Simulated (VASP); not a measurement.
# Ni in VASP: single point with PBEsol

Aim: the single point of Ni with PBEsol.

Everything below comes from runs of VASP 6.6.1. Logs are shortened: lines on timing, memory, paths and dates and some standing lists are left out, and cuts for length are marked.

### Step 1. The cell of the first run

The cell holds a slab with vacuum, 6 atoms: a = 2.450 Å, b = 2.450 Å, c = 26.001 Å, α = 90.00°, β = 90.00°, γ = 120.00°.

### Step 2. Single point, PBEsol, collinear spin, ferromagnetic start

Contents of INCAR:

```
ALGO = Normal
DIPOL = 0.5 0.5 0.500
EDIFF = 1E-6
ENCUT = 520
GGA = PS
IDIPOL = 3
ISIF = 2
ISMEAR = -1
ISPIN = 2
LASPH = True
LCHARG = False
LDIPOL = True
LMAXMIX = 4
LORBIT = 11
LREAL = False
LWAVE = False
MAGMOM = 1 1 1 1 1 1
NBANDS = 43
NELM = 150
PREC = Accurate
SIGMA = 0.1
```

Contents of KPOINTS:

```
k-points
0
Gamma
  15 15 1
```

Contents of POSCAR:

```
Ni
1.0
    2.4497647886      0.0000000000      0.0000000000
   -1.2248823943      2.1215585402      0.0000000000
    0.0000000000      0.0000000000     26.0011000000
Ni
6
Direct
    0.1666666665      0.3333333335      0.3076788506
    0.5000000005      0.9999999995      0.3846073102
    0.8333333335      0.6666666665      0.4615357698
    0.1666666665      0.3333333335      0.5384642295
    0.5000000005      0.9999999995      0.6153926898
    0.8333333335      0.6666666665      0.6923211494
```

Potentials or basis: VASP PAW PBE potentials, release 64 (Ni).

Command:

```console
cat potpaw_PBE.64/Ni/POTCAR > POTCAR
mpirun -np 1 vasp_std > vasp.out
```

OUTCAR:

```text
EDIFF = 1E-6
   ENCUT = 520
   GGA = PS
   ISIF = 2
   ISMEAR = -1
   ISPIN = 2
   LASPH = True
   LORBIT = 11
   LREAL = False
   NELM = 150
   PREC = Accurate

 ion  position               nearest neighbor table
   1  0.167  0.333  0.308-   2 2.45   2 2.45   2 2.45
   2  0.500  1.000  0.385-   1 2.45   3 2.45   1 2.45   3 2.45   3 2.45   1 2.45
   3  0.833  0.667  0.462-   2 2.45   2 2.45   2 2.45   4 2.45   4 2.45   4 2.45
   4  0.167  0.333  0.538-   3 2.45   3 2.45   3 2.45   5 2.45   5 2.45   5 2.45
   5  0.500  1.000  0.615-   6 2.45   6 2.45   6 2.45   4 2.45   4 2.45   4 2.45
   6  0.833  0.667  0.692-   5 2.45   5 2.45   5 2.45

  LATTYP: Found a hexagonal cell.
 ALAT       =     2.4497647886
 C/A-ratio  =    10.6137128434

  Lattice vectors:

 A1 = (   2.4497647886,   0.0000000000,   0.0000000000)
 A2 = (  -1.2248823943,   2.1215585402,   0.0000000000)
 A3 = (   0.0000000000,   0.0000000000,  26.0011000000)

Analysis of symmetry for initial positions (statically):
=====================================================================
 Subroutine PRICEL returns:
 Original cell was already a primitive cell.

 Routine SETGRP: Setting up the symmetry group for a
 hexagonal supercell.

 Subroutine GETGRP returns: Found 12 space group operations
 (whereof  4 operations were pure point group operations)
 out of a pool of 24 trial point group operations.

The static configuration has the point symmetry C_2h.
 The point group associated with its full space group is D_3d.

Analysis of symmetry for dynamics (positions and initial velocities):
=====================================================================
 Subroutine PRICEL returns:
 Original cell was already a primitive cell.

 Routine SETGRP: Setting up the symmetry group for a
 hexagonal supercell.

 Subroutine GETGRP returns: Found 12 space group operations
 (whereof  4 operations were pure point group operations)
 out of a pool of 24 trial point group operations.

The dynamic configuration has the point symmetry C_2h.
 The point group associated with its full space group is D_3d.

Analysis of structural, dynamic, and magnetic symmetry:
=====================================================================
 Subroutine PRICEL returns:
 Original cell was already a primitive cell.

 Routine SETGRP: Setting up the symmetry group for a
 hexagonal supercell.

 Subroutine GETGRP returns: Found 12 space group operations
 (whereof  4 operations were pure point group operations)
 out of a pool of 24 trial point group operations.

The overall configuration has the point symmetry C_2h.
 The point group associated with its full space group is D_3d.

 Subroutine INISYM returns: Found 12 space group operations
 (whereof  4 operations are pure point group operations),
 and found     1 'primitive' translations

----------------------------------------------------------------------------------------

                                     Primitive cell

  volume of cell :     135.1360

  direct lattice vectors                    reciprocal lattice vectors
     2.449764789  0.000000000  0.000000000     0.408202455  0.235675797  0.000000000
    -1.224882394  2.121558540  0.000000000     0.000000000  0.471351594  0.000000000
     0.000000000  0.000000000 26.001100000     0.000000000  0.000000000  0.038459911

  length of vectors
     2.449764789  2.449764789 26.001100000     0.471351594  0.471351594  0.038459911

  position of ions in fractional coordinates (direct lattice)
     0.166666666  0.333333334  0.307678851
     0.500000001  0.999999999  0.384607310
     0.833333334  0.666666666  0.461535770
     0.166666666  0.333333334  0.538464230
     0.500000001  0.999999999  0.615392690
     0.833333334  0.666666666  0.692321149

  ion indices of the primitive-cell ions
   primitive index   ion index
                 1           1
                 2           2
                 3           3
                 4           4
                 5           5
                 6           6

----------------------------------------------------------------------------------------

 KPOINTS: k-points

Automatic generation of k-mesh.
 Grid dimensions read from file:
 generate k-points for:   15   15    1

 Generating k-lattice:

  Cartesian coordinates                     Fractional coordinates (reciprocal lattice)
     0.027213497  0.015711720  0.000000000     0.066666667  0.000000000  0.000000000
     0.000000000  0.031423440  0.000000000     0.000000000  0.066666667  0.000000000
     0.000000000  0.000000000  0.038459911     0.000000000  0.000000000  1.000000000

  Length of vectors
     0.031423440  0.031423440  0.038459911

  Shift w.r.t. Gamma in fractional coordinates (k-lattice)
     0.000000000  0.000000000  0.000000000

 Subroutine IBZKPT returns following result:
 ===========================================

 Found     27 irreducible k-points:

 Following reciprocal coordinates:
            Coordinates               Weight
  0.000000  0.000000  0.000000      1.000000
  0.066667 -0.000000  0.000000      6.000000
  0.133333 -0.000000  0.000000      6.000000
  0.200000 -0.000000  0.000000      6.000000
  0.266667 -0.000000  0.000000      6.000000
  0.333333 -0.000000  0.000000      6.000000
[... 16 lines left out ...]
  0.333333  0.200000  0.000000     12.000000
  0.400000  0.200000  0.000000      6.000000
 [... further k-points ...]
   k-points           NKPTS =     27   k-points in BZ     NKDIM =     27   number of bands    NBANDS=     43
   number of dos      NEDOS =    301   number of ions     NIONS =      6
   total plane-waves  NPLWV =  63504
   dimension x,y,z NGX =    18 NGY =   18 NGZ =  196
   dimension x,y,z NGXF=    36 NGYF=   36 NGZF=  392
   ions per type =               6
   NGX,Y,Z   is equivalent  to a cutoff of  12.22, 12.22, 12.53 a.u.
   NGXF,Y,Z  is equivalent  to a cutoff of  24.43, 24.43, 25.06 a.u.
 SYSTEM =  unknown system
   PREC   = accura    normal or accurate (medium, high low for compatibility)
   ISTART =      0    job   : 0-new  1-cont  2-samecut
   ICHARG =      2    charge: 1-file 2-atom 10-const
   ISPIN  =      2    spin polarized calculation?
   LNONCOLLINEAR =      F non collinear calculations
   LSORBIT =      F    spin-orbit coupling
   LASPH  =      T    aspherical Exc in radial PAW
   ENCUT  =  520.0 eV  38.22 Ry    6.18 a.u.   4.55  4.55 48.34*2*pi/ulx,y,z
   NELM   =    150;   NELMIN=  2; NELMDL= -5     # of ELM steps
   EDIFF  = 0.1E-05   stopping-criterion for ELM
   LREAL  =      F    real-space projection
   EDIFFG = 0.1E-04   stopping-criterion for IOM
   NSW    =      0    number of steps for IOM
   IBRION =     -1    ionic relax: 0-MD 1-quasi-New 2-CG
   NFREE  =      0    steps in history (QN), initial steepest desc. (CG)
   ISIF   =      2    stress and relaxation
   ISYM   =      2    0-nonsym 1-usesym 2-fastsym
   POTIM  = 0.5000    time-step for ionic-motion
   TEBEG  =    0.0;   TEEND  =   0.0 temperature during run
   PSTRESS=    0.0 pullay stress
   NELECT =      60.0000    total number of electrons
   NUPDOWN=      -1.0000    fix difference up-down
   EMIN   =  10.00;   EMAX   =-10.00  energy-range for DOS
   EFERMI =   0.00;   METHOD = LEGACY
   ISMEAR =    -1;   SIGMA  =   0.10  broadening in eV -4-tet -1-fermi 0-gaus
   EFERMI_NEDOS =   21; number of points for ismear=-14 and -15
   IALGO  =     38    algorithm
   IMIX   =      4    mixing-type and parameters
     AMIX     =   0.40;   BMIX     =  1.00
     AMIX_MAG =   1.60;   BMIX_MAG =  1.00
  volume/ion in A,a.u.               =      22.52       151.99
  Fermi-wavevector in a.u.,A,eV,Ry     =   1.248921  2.360118 21.222408  1.559803
  Thomas-Fermi vector in A             =   2.382985
   LORBIT       =     11    0 simple, 1 ext, 2 COOP (PROOUT), +10 PAW based schemes
   GGA     = PS    functional components
   LHFCALC =     F    Hartree Fock is set to
   AEXX    =    0.0000 exact exchange contribution
   IVDW    =     0    specifies the selected vdW correction
   LEPSILON=     F    determine dielectric tensor
   LRPA    =     F    only Hartree local field effects (RPA)
 spin polarized calculation
  energy-cutoff  :      520.00
  volume of cell :      135.14
 maximum number of plane-waves:      3690
   NGX =  9   NGY =  9   NGZ = 97

 dipolmoment           0.000000      0.000000     -0.000000 electrons x Angstroem

 number of electron      59.9999955 magnetization       3.7888657

 dipolmoment           0.000000      0.000000      0.000000 electrons x Angstroem

 Free energy of the ion-electron system (eV)
  ---------------------------------------------------
  ext. energy  EPLUGINS =         0.00000000
  ---------------------------------------------------
  free energy    TOTEN  =       -35.48504818 eV

  energy without entropy =      -35.14585622  energy(sigma->0) =      -35.31545220

 E-fermi :   1.7823     XC(G=0):  -7.0568

 val. band max:        1.7727758311   @ k =   0.3333   0.3333   0.0000
 cond. band min:       1.7848828399   @ k =   0.4000   0.1333   0.0000
 fundamental gap:      0.0121070088
 Fermi energy:         1.7822929327

 spin component 1

 k-point     1 :       0.0000    0.0000    0.0000
  band No.  band energies     occupation
      1      -7.3513      1.00000
      2      -6.6397      1.00000
      3      -5.5652      1.00000
      4      -4.3718      1.00000
      5      -3.5349      1.00000
      6      -3.3114      1.00000
[... 34 lines left out ...]
     41       8.4839      0.00000
     42       9.8481      0.00000

 k-point     2 :       0.0667   -0.0000    0.0000
  band No.  band energies     occupation
      1      -7.1928      1.00000
      2      -6.4856      1.00000
      3      -5.4184      1.00000
      4      -4.2339      1.00000
      5      -3.4092      1.00000
      6      -3.2009      1.00000
[... 979 lines left out ...]
     41      11.5263      0.00000
     42      11.7846      0.00000

 k-point    24 :       0.4000    0.2000    0.0000
  band No.  band energies     occupation
      1      -2.5715      1.00000
      2      -2.5665      1.00000
      3      -2.3187      1.00000
      4      -2.2650      1.00000
      5      -2.2069      1.00000
      6      -1.9644      1.00000
[... 34 lines left out ...]
     41      11.3098      0.00000
     42      11.4384      0.00000

 [... further k-points ...]

 spin component 2

 k-point     1 :       0.0000    0.0000    0.0000
  band No.  band energies     occupation
      1      -7.3595      1.00000
      2      -6.6451      1.00000
      3      -5.5589      1.00000
      4      -4.3083      1.00000
      5      -3.3071      1.00000
      6      -2.9406      1.00000
[... 34 lines left out ...]
     41       8.6658      0.00000
     42      10.0043      0.00000

 k-point     2 :       0.0667   -0.0000    0.0000
  band No.  band energies     occupation
      1      -7.2008      1.00000
      2      -6.4906      1.00000
      3      -5.4112      1.00000
      4      -4.1687      1.00000
      5      -3.1765      1.00000
      6      -2.8235      1.00000
[... 979 lines left out ...]
     41      11.6937      0.00000
     42      11.9447      0.00000

 k-point    24 :       0.4000    0.2000    0.0000
  band No.  band energies     occupation
      1      -2.1684      1.00000
      2      -2.1153      1.00000
      3      -1.9269      1.00000
      4      -1.8081      1.00000
      5      -1.6527      1.00000
      6      -1.5323      1.00000
[... 34 lines left out ...]
     41      11.4757      0.00000
     42      11.6089      0.00000

 [... further k-points ...]

 [bands above 42 left out]

------------------------ aborting loop because EDIFF is reached ----------------------------------------

 vacuum level on the upper side and lower side of the slab       (xc-potential included)         0.006         0.006

  FORCE on cell =-STRESS in cart. coord.  units (eV):
  Direction    XX          YY          ZZ          XY          YZ          ZX
  --------------------------------------------------------------------------------------
  -------------------------------------------------------------------------------------
  Total       -1.8388853     -1.8388853     -0.7091107      0.0000000      0.0000000     -0.0000000
  in kB      -21.8018877    -21.8018877     -8.4072408      0.0000000      0.0000000     -0.0000000
  external PRESSURE =     -17.3370054 kB  Pullay stress =       0.0000000 kB

 VOLUME and BASIS-vectors are now :
 -----------------------------------------------------------------------------
  energy-cutoff  :      520.00
  volume of cell :      135.14
      direct lattice vectors                 reciprocal lattice vectors
     2.449764789  0.000000000  0.000000000     0.408202455  0.235675797  0.000000000
    -1.224882394  2.121558540  0.000000000     0.000000000  0.471351594  0.000000000
     0.000000000  0.000000000 26.001100000     0.000000000  0.000000000  0.038459911

 POSITION                                       TOTAL-FORCE (eV/Angst)
 -----------------------------------------------------------------------------------
     -0.00000      0.70719      7.99999        -0.000000      0.000000      0.161068
      0.00000      2.12156     10.00021         0.000000     -0.000000     -0.145137
      1.22488      1.41437     12.00044        -0.000000     -0.000000     -0.022884
     -0.00000      0.70719     14.00066         0.000000      0.000000      0.022884
      0.00000      2.12156     16.00089         0.000000      0.000000      0.145137
      1.22488      1.41437     18.00111         0.000000     -0.000000     -0.161068
 -----------------------------------------------------------------------------------
    total drift:                               -0.000000     -0.000000      0.000012

  FREE ENERGIE OF THE ION-ELECTRON SYSTEM (eV)
  ---------------------------------------------------
  free  energy   TOTEN  =       -35.4850481775 eV

  energy  without entropy=      -35.1458562244  energy(sigma->0) =      -35.31545220

 vacuum level on the upper side and lower side of the slab         7.010         7.010

 total charge

# of ion       s       p       d       tot
------------------------------------------
    1        0.509   0.417   8.314   9.240
    2        0.516   0.541   8.333   9.390
    3        0.521   0.544   8.334   9.399
    4        0.521   0.544   8.334   9.399
    5        0.516   0.541   8.333   9.390
    6        0.509   0.417   8.314   9.240
--------------------------------------------------
tot          3.090   3.006  49.962  56.058

 magnetization (x)

# of ion       s       p       d       tot
------------------------------------------
    1       -0.005  -0.023   0.681   0.653
    2       -0.006  -0.024   0.685   0.654
    3       -0.006  -0.024   0.643   0.613
    4       -0.006  -0.024   0.643   0.613
    5       -0.006  -0.024   0.685   0.654
    6       -0.005  -0.023   0.681   0.653
--------------------------------------------------
tot         -0.037  -0.142   4.019   3.840
```

Run time: 24 min. Hardware: 1 thread of Intel Xeon 8259CL, shared host; peak memory 0.42 GiB.

What came out:

```yaml
Free_energy: -35.4850 eV
Largest_force: 0.161 eV/Å
Net_moment: 3.79 μB per cell
Site_moments: Ni +0.65, +0.61 (each value once) μB
Valence_electrons_inside_the_program's_atomic_spheres: Ni 9.24, 9.39, 9.40 (each value once)
```

Forces in eV/Å, atoms in the order of the input:
```
Ni   0.000  0.000  0.161
Ni   0.000  0.000 -0.145
Ni   0.000  0.000 -0.023
Ni   0.000  0.000  0.023
Ni   0.000  0.000  0.145
Ni   0.000  0.000 -0.161
```

Caveat: the PAW data sets were made with another functional, which shifts forces and pressure a little.
